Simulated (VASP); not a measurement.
# YbC (P-6m2) in VASP: notebook, part 2 of 2

VASP 6.6.1. The steps go on from the part before.

### Step 3. Single point, PBEsol, collinear spin, ferromagnetic start

File INCAR:

```
ALGO = Normal
EDIFF = 1E-6
ENCUT = 520
GGA = PS
ISIF = 2
ISMEAR = 0
ISPIN = 2
LASPH = True
LCHARG = False
LMAXMIX = 6
LORBIT = 11
LREAL = False
LWAVE = False
MAGMOM = 1 0
NBANDS = 25
NELM = 150
PREC = Accurate
SIGMA = 0.05
```

File KPOINTS:

```
k-points
0
Gamma
  12 12 10
```

File POSCAR:

```
YbC
1.0
    3.3791077522      0.0000000000      0.0000000000
   -1.6895538761      2.9263931555      0.0000000000
    0.0000000000      0.0000000000      3.0331045383
Yb C
1 1
Direct
    0.0000000000      0.0000000000      0.0000000000
    0.6666666667      0.3333333333      0.5000000000
```

Potentials or basis: VASP PAW PBE potentials, release 64 (Yb, C).

Command:

```bash
$ cat potpaw_PBE.64/Yb/POTCAR potpaw_PBE.64/C/POTCAR > POTCAR
$ mpirun -np 1 vasp_std > vasp.out
```

OUTCAR:

```text
EDIFF = 1E-6
   ENCUT = 520
   GGA = PS
   ISIF = 2
   ISMEAR = 0
   ISPIN = 2
   LASPH = True
   LORBIT = 11
   LREAL = False
   NELM = 150
   PREC = Accurate

 ion  position               nearest neighbor table
   1  0.000  0.000  0.000-   2 2.47   2 2.47   2 2.47   2 2.47   2 2.47   2 2.47
   2  0.667  0.333  0.500-   1 2.47   1 2.47   1 2.47   1 2.47   1 2.47   1 2.47

  LATTYP: Found a hexagonal cell.
 ALAT       =     3.3791077522
 C/A-ratio  =     0.8976051552

  Lattice vectors:
[... 1563 lines left out ...]
  external PRESSURE =       9.2368823 kB  Pullay stress =       0.0000000 kB

 VOLUME and BASIS-vectors are now :
 -----------------------------------------------------------------------------
  energy-cutoff  :      520.00
  volume of cell :       29.99
      direct lattice vectors                 reciprocal lattice vectors
     3.379107752  0.000000000  0.000000000     0.295936109  0.170858792  0.000000000
    -1.689553876  2.926393156  0.000000000     0.000000000  0.341717584  0.000000000
     0.000000000  0.000000000  3.033104538     0.000000000  0.000000000  0.329695198

 POSITION                                       TOTAL-FORCE (eV/Angst)
 -----------------------------------------------------------------------------------
      0.00000      0.00000      0.00000        -0.000000      0.000000      0.000000
      1.68955      0.97546      1.51655         0.000000     -0.000000      0.000000
 -----------------------------------------------------------------------------------
    total drift:                                0.000000     -0.000000      0.000000

  FREE ENERGIE OF THE ION-ELECTRON SYSTEM (eV)
  ---------------------------------------------------
  free  energy   TOTEN  =       -12.3214187421 eV

  energy  without entropy=      -12.3172439492  energy(sigma->0) =      -12.31933135

 total charge

# of ion       s       p       d       f       tot
--------------------------------------------------
    1        2.194   6.116   0.638  13.362  22.310
    2        0.914   1.329   0.000   0.000   2.244
--------------------------------------------------
tot          3.108   7.446   0.638  13.362  24.554

 magnetization (x)

# of ion       s       p       d       f       tot
--------------------------------------------------
    1        0.000  -0.001  -0.001  -0.002  -0.004
    2       -0.000  -0.004   0.000   0.000  -0.004
--------------------------------------------------
tot         -0.000  -0.005  -0.001  -0.002  -0.008
```

stdout:

```text
POSCAR found type information on POSCAR YbC
 POSCAR found :  2 types and       2 ions
 scaLAPACK will be used
 -----------------------------------------------------------------------------
|                                                                             |
|                                                                             |
|     You enforced a specific xc type in the INCAR file but a different       |
|     I HOPE YOU KNOW WHAT YOU ARE DOING!                                     |
|                                                                             |
 -----------------------------------------------------------------------------

 LDA part: xc-table for (Slater+PW92), standard interpolation
 POSCAR, INCAR and KPOINTS ok, starting setup
 FFT: planning ... GRIDC
 FFT: planning ... GRID_SOFT
 FFT: planning ... GRID
 WAVECAR not read
 entering main loop
```

Run time: 13 min. Hardware: 1 thread of Intel Xeon Platinum 8488C (Sapphire Rapids), shared host; peak memory 0.3 GiB.

Results:

```
Free energy                                           : -12.3214 eV
Pressure                                              : 0.9 GPa
Band gap on the k mesh                                : zero (filled and empty bands overlap)
Net moment                                            : -0.01 μB per cell
Valence electrons inside the program's atomic spheres : Yb 22.31; C 2.24
```

Caveat: the PAW data sets were made with another functional, which shifts forces and pressure a little; spin-orbit coupling is left out, which moves the levels of the heavy elements.

### Step 4. Relaxation of shape and atoms at fixed volume, PBEsol, collinear spin (15.60 Å³/atom)

This run uses another cell than the first one, of 15.60 Å³/atom.

File INCAR:

```
SYSTEM = YbC
PREC = Accurate
ENCUT = 600
EDIFF = 1E-6
ISMEAR = 0
SIGMA = 0.05
LREAL = .FALSE.
LASPH = .TRUE.
NELM = 150
ALGO = Normal
ISIF = 4
LWAVE = .FALSE.
LCHARG = .FALSE.
ISPIN = 2
MAGMOM = 0.05 0
LORBIT = 11
LMAXMIX = 6
GGA = PS
IBRION = 2
NSW = 60
EDIFFG = -0.01
```

File KPOINTS:

```
Automatic mesh
0
G
  12 12 10
  0 0 0
```

File POSCAR:

```
YbC
1.0
    3.4215670912      0.0000000000      0.0000000000
   -1.7107835456      2.9631640217      0.0000000000
    0.0000000000      0.0000000000      3.0766258105
Yb C
1 1
Direct
    0.0000000000      0.0000000000      0.0000000000
    0.6666666667      0.3333333333      0.5000000000
```

Potentials or basis: VASP PAW PBE potentials, release 64 (Yb, C).

Command:

```bash
$ cat potpaw_PBE.64/Yb/POTCAR potpaw_PBE.64/C/POTCAR > POTCAR
$ mpirun -np 1 vasp_std > vasp.out
```

OUTCAR:

```text
SYSTEM = YbC
   PREC = Accurate
   ENCUT = 600
   EDIFF = 1E-6
   ISMEAR = 0
   LREAL = .FALSE.
   LASPH = .TRUE.
   NELM = 150
   ISIF = 4
   ISPIN = 2
   LORBIT = 11
   GGA = PS
   IBRION = 2
   NSW = 60
   EDIFFG = -0.01

 ion  position               nearest neighbor table
   1  0.000  0.000  0.000-   2 2.50   2 2.50   2 2.50   2 2.50   2 2.50   2 2.50
   2  0.667  0.333  0.500-   1 2.50   1 2.50   1 2.50   1 2.50   1 2.50   1 2.50

[... 1234 lines left out ...]

 VOLUME and BASIS-vectors are now :
 -----------------------------------------------------------------------------
  energy-cutoff  :      600.00
  volume of cell :       31.19
      direct lattice vectors                 reciprocal lattice vectors
     3.421567091  0.000000000  0.000000000     0.292263742  0.168738550  0.000000000
    -1.710783546  2.963164022  0.000000000     0.000000000  0.337477100  0.000000000
     0.000000000  0.000000000  3.076625810     0.000000000  0.000000000  0.325031402

 POSITION                                       TOTAL-FORCE (eV/Angst)
 -----------------------------------------------------------------------------------
      0.00000      0.00000      0.00000         0.000000      0.000000      0.000000
      1.71078      0.98772      1.53831        -0.000000      0.000000      0.000000
 -----------------------------------------------------------------------------------
    total drift:                               -0.000000      0.000000      0.000000

  FREE ENERGIE OF THE ION-ELECTRON SYSTEM (eV)
  ---------------------------------------------------
  free  energy   TOTEN  =       -12.3114080667 eV

  energy  without entropy=      -12.3077583391  energy(sigma->0) =      -12.30958320

 reached required accuracy - stopping structural energy minimisation

 total charge

# of ion       s       p       d       f       tot
--------------------------------------------------
    1        2.188   6.102   0.595  13.368  22.252
    2        0.911   1.312   0.000   0.000   2.223
--------------------------------------------------
tot          3.098   7.414   0.595  13.368  24.476

 magnetization (x)

# of ion       s       p       d       f       tot
--------------------------------------------------
    1       -0.000   0.011   0.011   0.031   0.054
    2        0.003   0.065   0.000   0.000   0.068
--------------------------------------------------
tot          0.003   0.076   0.011   0.031   0.121
```

It took 7.7 min on 1 thread of Intel Xeon 6975P-C (Granite Rapids), shared host; peak memory 0.31 GiB.

What came out:

```yaml
Free_energy: -12.3114 eV
Pressure_after_relaxing: -3.5 GPa
Net_moment: 0.18 μB per cell
Site_moments: Yb +0.05; C +0.07 μB
Valence_electrons_inside_the_program's_atomic_spheres: Yb 22.25; C 2.22
```

Final structure:
```xyz
2
Lattice="3.4216 0.0000 0.0000 -1.7108 2.9632 0.0000 0.0000 0.0000 3.0766" Properties=species:S:1:pos:R:3 pbc="T T T"
Yb    0.0000    0.0000    0.0000
C     1.7108    0.9877    1.5383
```

Levels at points of the mesh, in eV from the Fermi level:
Spin up:
| k point | band 10 | band 11 | band 12 | band 13 | band 14 | band 15 | band 16 | band 17 | band 18 |
| --- | --- | --- | --- | --- | --- | --- | --- | --- | --- |
| (0.00, 0.00, 0.00) | -0.70 | -0.70 | -0.52 | -0.26 | -0.26 | 1.13 | 1.85 | 4.79 | 7.55 |
| (0.50, 0.00, 0.00) | -0.69 | -0.65 | -0.58 | -0.57 | 0.55 | 0.86 | 1.32 | 7.12 | 7.68 |
| (0.00, 0.00, 0.50) | -0.69 | -0.60 | -0.60 | -0.52 | 0.67 | 0.67 | 4.46 | 4.46 | 6.38 |
| (0.50, 0.00, 0.50) | -0.66 | -0.66 | -0.59 | -0.56 | -0.54 | -0.47 | 3.27 | 7.39 | 8.92 |
Spin down:
| k point | band 12 | band 13 | band 14 | band 15 | band 16 | band 17 |
| --- | --- | --- | --- | --- | --- | --- |
| (0.00, 0.00, 0.00) | -0.49 | -0.15 | -0.15 | 1.16 | 1.95 | 4.86 |
| (0.50, 0.00, 0.00) | -0.56 | -0.54 | 0.63 | 1.02 | 1.35 | 7.19 |
| (0.00, 0.00, 0.50) | -0.57 | -0.49 | 0.81 | 0.81 | 4.48 | 4.48 |
| (0.50, 0.00, 0.50) | -0.56 | -0.52 | -0.51 | -0.41 | 3.28 | 7.48 |

Caveat: the relaxation stopped at its first step, so nothing moved; the PAW data sets were made with another functional, which shifts forces and pressure a little; spin-orbit coupling is left out, which moves the levels of the heavy elements.

### Step 5. Overview

| task | spin | cell | cutoff (eV) | gap on the mesh (eV) | pressure (GPa) | moment (μB) |
| --- | --- | --- | --- | --- | --- | --- |
| single point | collinear | a = 3.379, b = 3.379, c = 3.033 Å, angles 90.0, 90.0, 120.0°, 2 atoms | 520 | none | 0.7 | 0.01 |
| single point | collinear, ferromagnetic start | a = 3.379, b = 3.379, c = 3.033 Å, angles 90.0, 90.0, 120.0°, 2 atoms | 520 | none | 0.9 | 0.01 |
| relaxation of shape and atoms at fixed volume | collinear | relaxed from a = 3.422, b = 3.422, c = 3.077 Å, angles 90.0, 90.0, 120.0°, 2 atoms | 600 | none | -3.5 | 0.18 |

Alike in all rows: level PBEsol; potentials or basis VASP PAW PBE potentials, release 64 (Yb, C); k mesh 12 × 12 × 10; smearing gaussian 0.05 eV.

Caveats: the PAW data sets were made with another functional, which shifts forces and pressure a little; spin-orbit coupling is left out, which moves the levels of the heavy elements; the relaxation stopped at its first step, so nothing moved (at least some runs).

Total energies depend on the potentials used, so only differences within one code and one set of settings carry meaning.
